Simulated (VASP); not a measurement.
# Al2C (P-3m1) in VASP: notebook

Al2C is run at these levels: PBE; tasks: single point, relaxation of cell and atoms.

Program: VASP 6.6.1. These are calculated values, not measurements. Logs are shortened: lines on timing, memory, paths and dates and some standing lists are left out, and cuts for length are marked.

### Step 1. The cell of the first run

The structure is trigonal, space group P-3m1 (No. 164). Conventional cell: a = 3.104 Å, b = 3.104 Å, c = 4.448 Å, α = 90.00°, β = 90.00°, γ = 120.00°. Al (site symmetry 3m) has 3 C at 2.07 Å within 2.7 Å. Within 2.7 Å of C (site symmetry -3m) lie 6 Al at 2.07 Å.

### Step 2. Single point, PBE, collinear spin, ferromagnetic start

File INCAR:

```
SYSTEM = Al2C
ALGO = Normal
EDIFF = 1E-6
ENCUT = 520
GGA = PE
ISIF = 2
ISMEAR = 0
ISPIN = 2
LASPH = .TRUE.
LCHARG = .FALSE.
LORBIT = 11
LREAL = .FALSE.
LWAVE = .FALSE.
MAGMOM = 0 0 1
NBANDS = 16
NELM = 150
PREC = Accurate
SIGMA = 0.1
```

File KPOINTS:

```
k-points
0
G
  6 6 4
  0 0 0
```

File POSCAR:

```
Al2C
1.0
    3.1035752630      0.0000000000      0.0000000000
   -1.5517876315      2.6877750203      0.0000000000
    0.0000000000      0.0000000000      4.4484682338
Al C
2 1
Direct
    0.3333333333      0.6666666667      0.2340608211
    0.6666666667      0.3333333333      0.7659391789
    0.0000000000      0.0000000000      0.0000000000
```

Potentials or basis: VASP PAW PBE potentials, release 64 (Al, C).

On the command line:

```sh
cat potpaw_PBE.64/Al/POTCAR potpaw_PBE.64/C/POTCAR > POTCAR
mpirun -np 1 vasp_std > vasp.out
```

OUTCAR:

```text
SYSTEM = Al2C
   EDIFF = 1E-6
   ENCUT = 520
   GGA = PE
   ISIF = 2
   ISMEAR = 0
   ISPIN = 2
   LASPH = .TRUE.
   LORBIT = 11
   LREAL = .FALSE.
   NELM = 150
   PREC = Accurate

 ion  position               nearest neighbor table
   1  0.333  0.667  0.234-   3 2.07   3 2.07   3 2.07   2 2.75   2 2.75   2 2.75   2 2.97   2 2.97
                             2 2.97
   2  0.667  0.333  0.766-   3 2.07   3 2.07   3 2.07   1 2.75   1 2.75   1 2.75   1 2.97   1 2.97
                             1 2.97
   3  0.000  0.000  0.000-   1 2.07   2 2.07   1 2.07   2 2.07   2 2.07   1 2.07

  LATTYP: Found a hexagonal cell.
 ALAT       =     3.1035752630
 C/A-ratio  =     1.4333366704

  Lattice vectors:

 A1 = (   3.1035752630,   0.0000000000,   0.0000000000)
 A2 = (  -1.5517876315,   2.6877750203,   0.0000000000)
 A3 = (   0.0000000000,   0.0000000000,   4.4484682338)

Analysis of symmetry for initial positions (statically):
=====================================================================
 Subroutine PRICEL returns:
 Original cell was already a primitive cell.

 Routine SETGRP: Setting up the symmetry group for a
 hexagonal supercell.

 Subroutine GETGRP returns: Found 12 space group operations
 (whereof 12 operations were pure point group operations)
 out of a pool of 24 trial point group operations.

The static configuration has the point symmetry D_3d.

Analysis of symmetry for dynamics (positions and initial velocities):
=====================================================================
 Subroutine PRICEL returns:
 Original cell was already a primitive cell.

 Routine SETGRP: Setting up the symmetry group for a
 hexagonal supercell.

 Subroutine GETGRP returns: Found 12 space group operations
 (whereof 12 operations were pure point group operations)
 out of a pool of 24 trial point group operations.

The dynamic configuration has the point symmetry D_3d.

Analysis of structural, dynamic, and magnetic symmetry:
=====================================================================
 Subroutine PRICEL returns:
 Original cell was already a primitive cell.

 Routine SETGRP: Setting up the symmetry group for a
 hexagonal supercell.

 Subroutine GETGRP returns: Found 12 space group operations
 (whereof 12 operations were pure point group operations)
 out of a pool of 24 trial point group operations.

The overall configuration has the point symmetry D_3d.

 Subroutine INISYM returns: Found 12 space group operations
 (whereof 12 operations are pure point group operations),
 and found     1 'primitive' translations

----------------------------------------------------------------------------------------

                                     Primitive cell

  volume of cell :      37.1078

  direct lattice vectors                    reciprocal lattice vectors
     3.103575263  0.000000000  0.000000000     0.322209038  0.186027475  0.000000000
    -1.551787632  2.687775020  0.000000000     0.000000000  0.372054950  0.000000000
     0.000000000  0.000000000  4.448468234     0.000000000  0.000000000  0.224796480

  length of vectors
     3.103575263  3.103575263  4.448468234     0.372054950  0.372054950  0.224796480

  position of ions in fractional coordinates (direct lattice)
     0.333333333  0.666666667  0.234060821
     0.666666667  0.333333333  0.765939179
     0.000000000  0.000000000  0.000000000

  ion indices of the primitive-cell ions
   primitive index   ion index
                 1           1
                 2           2
                 3           3

----------------------------------------------------------------------------------------

 KPOINTS: k-points

Automatic generation of k-mesh.
 Grid dimensions read from file:
 generate k-points for:    6    6    4

 Generating k-lattice:

  Cartesian coordinates                     Fractional coordinates (reciprocal lattice)
     0.053701506  0.031004579  0.000000000     0.166666667  0.000000000  0.000000000
     0.000000000  0.062009158  0.000000000     0.000000000  0.166666667  0.000000000
     0.000000000  0.000000000  0.056199120     0.000000000  0.000000000  0.250000000

  Length of vectors
     0.062009158  0.062009158  0.056199120

  Shift w.r.t. Gamma in fractional coordinates (k-lattice)
     0.000000000  0.000000000  0.000000000

 Subroutine IBZKPT returns following result:
 ===========================================

 Found     24 irreducible k-points:

 Following reciprocal coordinates:
            Coordinates               Weight
  0.000000  0.000000  0.000000      1.000000
  0.166667  0.000000  0.000000      6.000000
  0.333333  0.000000  0.000000      6.000000
  0.500000  0.000000  0.000000      3.000000
  0.166667  0.166667  0.000000      6.000000
  0.333333  0.166667  0.000000     12.000000
[... 16 lines left out ...]
  0.333333  0.166667  0.500000     12.000000
  0.333333  0.333333  0.500000      2.000000
   k-points           NKPTS =     24   k-points in BZ     NKDIM =     24   number of bands    NBANDS=     16
   number of dos      NEDOS =    301   number of ions     NIONS =      3
   total plane-waves  NPLWV =  20736
   dimension x,y,z NGX =    24 NGY =   24 NGZ =   36
   dimension x,y,z NGXF=    48 NGYF=   48 NGZF=   72
   ions per type =               2   1
   NGX,Y,Z   is equivalent  to a cutoff of  12.86, 12.86, 13.45 a.u.
   NGXF,Y,Z  is equivalent  to a cutoff of  25.71, 25.71, 26.91 a.u.
 SYSTEM =  Al2C
   PREC   = accura    normal or accurate (medium, high low for compatibility)
   ISTART =      0    job   : 0-new  1-cont  2-samecut
   ICHARG =      2    charge: 1-file 2-atom 10-const
   ISPIN  =      2    spin polarized calculation?
   LNONCOLLINEAR =      F non collinear calculations
   LSORBIT =      F    spin-orbit coupling
   LASPH  =      T    aspherical Exc in radial PAW
   ENCUT  =  520.0 eV  38.22 Ry    6.18 a.u.   5.77  5.77  8.27*2*pi/ulx,y,z
   NELM   =    150;   NELMIN=  2; NELMDL= -5     # of ELM steps
   EDIFF  = 0.1E-05   stopping-criterion for ELM
   LREAL  =      F    real-space projection
   EDIFFG = 0.1E-04   stopping-criterion for IOM
   NSW    =      0    number of steps for IOM
   IBRION =     -1    ionic relax: 0-MD 1-quasi-New 2-CG
   NFREE  =      0    steps in history (QN), initial steepest desc. (CG)
   ISIF   =      2    stress and relaxation
   ISYM   =      2    0-nonsym 1-usesym 2-fastsym
   POTIM  = 0.5000    time-step for ionic-motion
   TEBEG  =    0.0;   TEEND  =   0.0 temperature during run
   PSTRESS=    0.0 pullay stress
   NELECT =      10.0000    total number of electrons
   NUPDOWN=      -1.0000    fix difference up-down
   EMIN   =  10.00;   EMAX   =-10.00  energy-range for DOS
   EFERMI =   0.00;   METHOD = LEGACY
   ISMEAR =     0;   SIGMA  =   0.10  broadening in eV -4-tet -1-fermi 0-gaus
   EFERMI_NEDOS =   21; number of points for ismear=-14 and -15
   IALGO  =     38    algorithm
   IMIX   =      4    mixing-type and parameters
     AMIX     =   0.40;   BMIX     =  1.00
     AMIX_MAG =   1.60;   BMIX_MAG =  1.00
  volume/ion in A,a.u.               =      12.37        83.47
  Fermi-wavevector in a.u.,A,eV,Ry     =   1.057433  1.998259 15.213558  1.118165
  Thomas-Fermi vector in A             =   2.192706
   LORBIT       =     11    0 simple, 1 ext, 2 COOP (PROOUT), +10 PAW based schemes
   GGA     = PE    functional components
   LHFCALC =     F    Hartree Fock is set to
   AEXX    =    0.0000 exact exchange contribution
   IVDW    =     0    specifies the selected vdW correction
   LEPSILON=     F    determine dielectric tensor
   LRPA    =     F    only Hartree local field effects (RPA)
 spin polarized calculation
 Gauss-broadening in eV      SIGMA  =   0.10
  energy-cutoff  :      520.00
  volume of cell :       37.11
 maximum number of plane-waves:      1008
 NGX is ok and might be reduce to    24
   NGX = 11   NGY = 11   NGZ = 17

 number of electron      10.0000000 magnetization       0.0000037

 number of electron      10.0000000 magnetization      -0.0000005

 Free energy of the ion-electron system (eV)
  ---------------------------------------------------
  ext. energy  EPLUGINS =         0.00000000
  ---------------------------------------------------
  free energy    TOTEN  =       -16.73723666 eV

  energy without entropy =      -16.73714230  energy(sigma->0) =      -16.73718948

 E-fermi :   8.2483     XC(G=0): -10.7295

 val. band max:        8.0504167704   @ k =   0.1667   0.1667   0.5000
 cond. band min:       8.4434217366   @ k =   0.0000   0.0000   0.5000
 fundamental gap:      0.3930049662
 Fermi energy:         8.2482821758

 spin component 1

 k-point     1 :       0.0000    0.0000    0.0000
  band No.  band energies     occupation
      1      -6.0750      1.00000
      2       2.4766      1.00000
      3       2.8093      1.00000
      4       7.5060      1.00000
      5       7.5060      1.00000
      6      13.8882      0.00000
[... 432 lines left out ...]
      2       1.9503      1.00000
      3       1.9503      1.00000
      4       4.1492      1.00000
      5       6.4004      1.00000
      6       6.4004      1.00000
[... 8 lines left out ...]
     15      21.5496      0.00000
     16      25.0539      0.00000
 Fermi energy:         8.2482821758

 spin component 2

 k-point     1 :       0.0000    0.0000    0.0000
  band No.  band energies     occupation
      1      -6.0750      1.00000
      2       2.4766      1.00000
      3       2.8093      1.00000
      4       7.5060      1.00000
      5       7.5060      1.00000
      6      13.8881      0.00000
[... 433 lines left out ...]
      3       1.9503      1.00000
      4       4.1492      1.00000
      5       6.4004      1.00000
      6       6.4004      1.00000
[... 8 lines left out ...]
     15      21.5495      0.00000
     16      25.0539      0.00000

------------------------ aborting loop because EDIFF is reached ----------------------------------------

  FORCE on cell =-STRESS in cart. coord.  units (eV):
  Direction    XX          YY          ZZ          XY          YZ          ZX
  --------------------------------------------------------------------------------------
  -------------------------------------------------------------------------------------
  Total       -0.0300875     -0.0300875      0.0088658      0.0000000     -0.0000000     -0.0000000
  in kB       -1.2990667     -1.2990667      0.3827917      0.0000000     -0.0000000     -0.0000000
  external PRESSURE =      -0.7384472 kB  Pullay stress =       0.0000000 kB

 VOLUME and BASIS-vectors are now :
 -----------------------------------------------------------------------------
  energy-cutoff  :      520.00
  volume of cell :       37.11
      direct lattice vectors                 reciprocal lattice vectors
     3.103575263  0.000000000  0.000000000     0.322209038  0.186027475  0.000000000
    -1.551787632  2.687775020  0.000000000     0.000000000  0.372054950  0.000000000
     0.000000000  0.000000000  4.448468234     0.000000000  0.000000000  0.224796480

 POSITION                                       TOTAL-FORCE (eV/Angst)
 -----------------------------------------------------------------------------------
     -0.00000      1.79185      1.04121         0.000000      0.000000     -0.002545
      1.55179      0.89593      3.40726        -0.000000     -0.000000      0.002545
      0.00000      0.00000      0.00000        -0.000000      0.000000      0.000000
 -----------------------------------------------------------------------------------
    total drift:                               -0.000000     -0.000000      0.000000

  FREE ENERGIE OF THE ION-ELECTRON SYSTEM (eV)
  ---------------------------------------------------
  free  energy   TOTEN  =       -16.7372366613 eV

  energy  without entropy=      -16.7371422974  energy(sigma->0) =      -16.73718948

 total charge

# of ion       s       p       d       tot
------------------------------------------
    1        0.380   0.384   0.000   0.765
    2        0.380   0.384   0.000   0.765
    3        0.848   1.621   0.000   2.469
--------------------------------------------------
tot          1.609   2.390   0.000   3.998

 magnetization (x)

# of ion       s       p       d       tot
------------------------------------------
    1       -0.000   0.000   0.000  -0.000
    2       -0.000   0.000   0.000  -0.000
    3       -0.000  -0.000   0.000  -0.000
--------------------------------------------------
tot         -0.000  -0.000   0.000  -0.000
```

It took 20 s on 1 thread of Intel Xeon Platinum 8488C (Sapphire Rapids), shared host; peak memory 0.17 GiB.

Results:

```
Free energy                                           : -16.7372 eV
Pressure                                              : -0.1 GPa
Band gap on the k mesh                                : zero (filled and empty bands overlap)
Net moment                                            : 0.00 μB per cell
Valence electrons inside the program's atomic spheres : Al 0.77; C 2.47
```

Forces in eV/Å, atoms in the order of the input:
```
Al   0.000  0.000 -0.003
Al   0.000  0.000  0.003
C    0.000  0.000  0.000
```

Stress tensor (GPa, compression positive):
```
-0.13  0.00  0.00
 0.00 -0.13  0.00
 0.00  0.00  0.04
```

Levels at points of the mesh, in eV from the Fermi level:
Spin up:
```csv
k point,band 1,band 2,band 3,band 4,band 5,band 6,band 7,band 8,band 9,band 10
"(0.00, 0.00, 0.00)",-14.32,-5.77,-5.44,-0.74,-0.74,5.64,6.88,6.88,7.58,11.14
"(0.50, 0.00, 0.00)",-11.26,-8.21,-3.18,-2.50,-0.95,-0.76,1.85,3.70,7.48,9.21
"(0.00, 0.00, 0.50)",-13.94,-9.05,-0.68,-0.68,0.20,3.66,6.17,7.66,7.66,9.74
"(0.50, 0.00, 0.50)",-11.06,-7.72,-4.97,-3.51,-2.38,2.46,3.38,5.49,7.94,8.58
```
Spin down:
```tsv
k point	band 2	band 3	band 4	band 5	band 6	band 7	band 8	band 9
(0.00, 0.00, 0.00)	-5.77	-5.44	-0.74	-0.74	5.64	6.88	6.88	7.58
(0.50, 0.00, 0.00)	-8.21	-3.18	-2.50	-0.95	-0.76	1.85	3.70	7.48
(0.00, 0.00, 0.50)	-9.05	-0.68	-0.68	0.20	3.66	6.17	7.66	7.66
(0.50, 0.00, 0.50)	-7.72	-4.97	-3.51	-2.38	2.46	3.38	5.49	7.94
```

Caveat: the k points lie up to 0.39 Å⁻¹ apart.

### Step 3. Single point, PBE, collinear spin, ferromagnetic start

This run uses another cell than the first one, of 12.88 Å³/atom, 1.041 times its volume.

File INCAR:

```
SYSTEM = Al2C
  PREC = Accurate
  ENCUT = 520
  EDIFF = 1E-7
  ISMEAR = 0
  SIGMA = 0.1
  LREAL = .FALSE.
  LASPH = .TRUE.
  NELM = 150
  ALGO = Normal
  ISIF = 2
  LWAVE = .FALSE.
  LCHARG = .FALSE.
  ISPIN = 2
  MAGMOM = 0 0 1
  LORBIT = 11
  GGA = PE
  NBANDS = 16
```

File KPOINTS:

```
Automatic mesh
0
G
  6 6 4
  0 0 0
```

File POSCAR:

```
Al2C
1.0
    3.1808475000      0.0000000000      0.0000000000
   -1.5904237500      2.7546947400      0.0000000000
    0.0000000000      0.0000000000      4.4099800900
Al C
2 1
Direct
    0.3333333300      0.6666666700      0.2419167500
    0.6666666700      0.3333333300      0.7580832500
    0.0000000000      0.0000000000      0.0000000000
```

Potentials or basis: VASP PAW PBE potentials, release 64 (Al, C).

On the command line:

```sh
cat potpaw_PBE.64/Al/POTCAR potpaw_PBE.64/C/POTCAR > POTCAR
mpirun -np 1 vasp_std > vasp.out
```

Run time: 21 s. Hardware: 1 thread of Intel Xeon Platinum 8488C (Sapphire Rapids), shared host; peak memory 0.17 GiB.

Results (log left out):

```yaml
Free_energy: -16.6514 eV
Pressure: -7.1 GPa
Largest_force: 0.840 eV/Å
Band_gap_on_the_k_mesh: zero (filled and empty bands overlap)
Net_moment: 0.00 μB per cell
Valence_electrons_inside_the_program's_atomic_spheres: Al 0.74; C 2.41
```

Forces on the atoms (eV/Å):
```
Al   0.000  0.000 -0.840
Al   0.000  0.000  0.840
C    0.000  0.000  0.000
```

Stress tensor (GPa, compression positive):
```
-9.45  0.00  0.00
 0.00 -9.45  0.00
 0.00  0.00 -2.51
```

Levels at points of the mesh, in eV from the Fermi level:
Spin up:
| k point | band 3 | band 4 | band 5 | band 6 | band 7 | band 8 |
| --- | --- | --- | --- | --- | --- | --- |
| (0.00, 0.00, 0.00) | -5.37 | -0.76 | -0.76 | 5.00 | 6.28 | 6.28 |
| (0.50, 0.00, 0.00) | -2.93 | -2.45 | -1.08 | -1.00 | 2.01 | 3.33 |
| (0.00, 0.00, 0.50) | -0.67 | -0.67 | 0.39 | 3.67 | 6.03 | 7.27 |
| (0.50, 0.00, 0.50) | -4.95 | -3.77 | -2.29 | 2.27 | 3.09 | 4.82 |
Spin down:
```csv
k point,band 3,band 4,band 5,band 6,band 7,band 8
"(0.00, 0.00, 0.00)",-5.37,-0.76,-0.76,5.00,6.28,6.28
"(0.50, 0.00, 0.00)",-2.93,-2.45,-1.08,-1.00,2.01,3.33
"(0.00, 0.00, 0.50)",-0.67,-0.67,0.39,3.67,6.03,7.27
"(0.50, 0.00, 0.50)",-4.95,-3.77,-2.29,2.27,3.09,4.82
```

Caveat: the k points lie up to 0.38 Å⁻¹ apart.

### Step 4. Single point, PBE

This run uses another cell than the first one, of 12.42 Å³/atom, 1.004 times its volume.

File INCAR:

```
SYSTEM = Al2C
  PREC = Accurate
  ENCUT = 520
  EDIFF = 1E-7
  ISMEAR = 0
  SIGMA = 0.1
  LREAL = .False.
  LASPH = .True.
  NELM = 80
  ALGO = Normal
  ISIF = 2
  LWAVE = .False.
  LCHARG = .False.
  GGA = PE
  NBANDS = 12
```

File KPOINTS:

```
regular mesh
0
Gamma
  18 18 10
  0 0 0
```

File POSCAR:

```
Al2C
1.0
    3.0946220950      0.0000000000      0.0000000000
   -1.5473110475      2.6800213494      0.0000000000
    0.0000000000      0.0000000000      4.4931020219
Al C
2 1
Direct
    0.3333333333      0.6666666667      0.2324893501
    0.6666666667      0.3333333333      0.7675106499
    0.0000000000      0.0000000000      0.0000000000
```

On the command line:

```sh
cat potpaw_PBE.64/Al/POTCAR potpaw_PBE.64/C/POTCAR > POTCAR
mpirun -np 1 vasp_std > vasp.out
```

Wall time 78 s (1 thread of Intel Xeon Platinum 8488C (Sapphire Rapids), shared host); peak memory 0.25 GiB.

Results (log left out):

```
Free energy            : -16.6816 eV
Pressure               : 0.0 GPa
Largest force          : 0.016 eV/Å
Band gap on the k mesh : zero (band 5 reaches 8.68 eV, above the bottom of band 6 at 6.42 eV)
```

Forces on the atoms (eV/Å):
```
Al   0.000  0.000 -0.016
Al   0.000  0.000  0.016
C    0.000  0.000  0.000
```

Stress tensor (GPa, compression positive):
```
 0.05  0.00  0.00
 0.00  0.05  0.00
 0.00  0.00 -0.20
```

Levels at points of the mesh, in eV from the Fermi level:
```csv
k point,band 3,band 4,band 5,band 6,band 7,band 8
"(0.00, 0.00, 0.00)",-5.24,-0.44,-0.44,6.00,7.25,7.25
"(0.50, 0.00, 0.00)",-2.98,-2.20,-0.72,-0.50,1.99,3.99
"(0.00, 0.00, 0.50)",-0.37,-0.37,0.33,3.67,6.46,7.99
"(0.50, 0.00, 0.50)",-4.70,-3.22,-2.09,2.69,3.67,5.84
```

(Continued in part 2 of 2.)
